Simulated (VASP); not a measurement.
Sn3S, 4 atoms in the cell. The structure is cubic, space group Pm-3m (No. 221). Conventional cell: a = 4.579 Å, b = 4.579 Å, c = 4.579 Å, α = 90.00°, β = 90.00°, γ = 90.00°. Sn (site symmetry 4/mmm) has 8 Sn at 3.24 Å and 4 S at 3.24 Å within 4.3 Å. S (site symmetry m-3m) has 12 Sn at 3.24 Å within 4.3 Å. 

```yaml
Program: VASP 6.6.1
Task: relaxation of cell and atoms
Functional: PBE
Potentials_or_basis: VASP PAW PBE potentials, release 64 (Sn_d, S)
Cutoff: 600 eV
k_mesh: 10 × 10 × 10
Occupations: gaussian, width 0.1 eV
Spin: no spin polarisation
Dipole_correction: no
Further_INCAR_settings: ALGO = Normal; EDIFF = 1e-06; IBRION = 2; EDIFFG = -0.01; NSW = 100; ISIF = 3
```

Potentials or basis: VASP PAW PBE potentials, release 64 (Sn_d, S).

The run is started by

```sh
$ cat potpaw_PBE.64/Sn_d/POTCAR potpaw_PBE.64/S/POTCAR > POTCAR
$ mpirun -np 1 vasp_std > vasp.out
```

Hardware: 1 thread of Intel(R) Xeon(R) 6975P-C (Granite Rapids), on a shared host.

Estimate the wall time of this run.

Run time: 2.3 min on 1 thread of Intel(R) Xeon(R) 6975P-C (Granite Rapids), with other jobs on the host, peak memory 0.34 GiB. Counts: scf iterations 31, k points 56, ion steps 3.
